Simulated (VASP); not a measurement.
The system is LuSb5.

```xyz
6
Lattice="5.7332 0.0000 0.0000 -2.8666 4.9651 0.0000 0.0000 0.0000 6.0070" Properties=species:S:1:pos:R:3 pbc="T T T"
Lu    0.0000    0.0000    3.0035
Sb    2.8666    0.0000    0.0000
Sb   -1.4333    2.4826    0.0000
Sb    1.4333    2.4826    0.0000
Sb    0.0000    3.3101    3.0035
Sb    2.8666    1.6550    3.0035
```

The cell was generated, and may not be a known phase.

- Program: VASP 6.6.1
- Task: relaxation of cell and atoms
- Functional: PBE
- Potentials or basis: VASP PAW PBE potentials, release 64 (Lu, Sb)
- Cutoff: 600 eV
- k mesh: 6 × 6 × 4
- Occupations: gaussian, width 0.1 eV
- Spin: no spin polarisation

At the start: pressure 5.5 GPa; volume 28.50 Å³/atom.

Where does the relaxation end?

Over 6 steps the energy falls by 92.7 meV/atom and the volume is 30.28 Å³/atom (+6.3 %); space group P6/mmm (No. 191, to 0.1 Å) before and after.

Step by step:
| step | energy change (eV) | largest force (eV/Å) | pressure (GPa) | volume (Å³) |
| --- | --- | --- | --- | --- |
| 1 | 0.0000 | 0.0000 | 5.50 | 171.00 |
| 2 | -0.3953 | 0.0000 | -3.63 | 195.76 |
| 3 | -0.5121 | 0.0000 | -1.15 | 187.04 |
| 4 | -0.5122 | 0.0000 | -1.05 | 186.72 |
| 5 | -0.5544 | 0.0000 | -0.20 | 182.62 |
| 6 | -0.5560 | 0.0000 | 0.03 | 181.68 |

Final structure:
```cif
data_structure
_symmetry_space_group_name_H-M 'P 1'
_symmetry_Int_Tables_number 1
_cell_length_a 6.0336
_cell_length_b 6.0336
_cell_length_c 5.7627
_cell_angle_alpha 90.000
_cell_angle_beta 90.000
_cell_angle_gamma 120.000
_cell_volume 181.68
loop_
_atom_site_label
_atom_site_type_symbol
_atom_site_fract_x
_atom_site_fract_y
_atom_site_fract_z
_atom_site_occupancy
Lu1 Lu 0.00000 0.00000 0.50000 1
Sb1 Sb 0.50000 0.00000 0.00000 1
Sb2 Sb 0.00000 0.50000 0.00000 1
Sb3 Sb 0.50000 0.50000 0.00000 1
Sb4 Sb 0.33333 0.66667 0.50000 1
Sb5 Sb 0.66667 0.33333 0.50000 1
```
